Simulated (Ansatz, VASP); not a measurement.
Two plane-wave programs on K

Contents of POSCAR:

```
K
1.0
   -2.6699463634      2.6699463634      2.6699463634
    2.6699463634     -2.6699463634      2.6699463634
    2.6699463634      2.6699463634     -2.6699463634
K
1
Direct
    0.0000000000      0.0000000000      0.0000000000
```

File INCAR.step1:

```
  ALGO = Normal
  EDIFF = 1E-4
  ENCUT = 520
  GGA = PE
  ISMEAR = 1
  LASPH = T
  LCHARG = F
  LREAL = F
  LWAVE = T
  NBANDS = 10
  NELM = 80
  PREC = Accurate
  SIGMA = 1.0
```

File INCAR.step2:

```
  ALGO = Normal
  EDIFF = 1E-6
  ENCUT = 520
  ISIF = 2
  ISMEAR = 1
  ISTART = 1
  LASPH = T
  LCHARG = F
  LMIXTAU = T
  LREAL = F
  LWAVE = F
  METAGGA = R2SCAN
  NBANDS = 10
  NELM = 80
  PREC = Accurate
  SIGMA = 1.0
```

KPOINTS

```
k-points
0
Gamma
  8 8 8
```

Input for Ansatz:

```yaml
crystal:
  lattice:
    - [-2.6699463634, 2.6699463634, 2.6699463634]
    - [2.6699463634, -2.6699463634, 2.6699463634]
    - [2.6699463634, 2.6699463634, -2.6699463634]
  atoms:
    - { symbol: K, position: [0.0, 0.0, 0.0] }
hamiltonian:
  xc: r2scan
  pseudopotentials:
    kind: paw
    azcp:
      K: "pseudopotentials/K.paw.azcp"
basis:
  ecutwfc: 500
  fft_grid_basis: typed
kpoints:
  mp_grid: { grid: [8, 8, 8], shift: [0, 0, 0] }
magnetization:
  spin_polarized: false
scf:
  occupations: { method: cold, width: 1.0 }
  lower_state_search: "off"
output:
  stress: true
  write_density: true
  write_potential: true
  elf: true
  volumetric_format: npy
```

Alike in both runs: task single point; functional r2SCAN; k mesh 8 × 8 × 8; no spin polarisation.

|  | VASP | Ansatz |
| --- | --- | --- |
| version | VASP 6.6.1 | Ansatz 0.2.0 |
| potentials or method | VASP PAW PBE potentials, release 64 (K_sv), cutoff 520 eV | plane waves (500 eV) with PAW, scalar-relativistic |
| occupations | methfessel-paxton of order 1, width 1 eV | cold, width 1 eV |
| valence electrons in the cell | 9 | 9 |

VASP gave:

* pressure (GPa): 0.0

Problem. What did Ansatz give for the same quantities?

Solution. Pressure (GPa): 0.1.

VASP's potentials were made for PBE, not for r2SCAN.
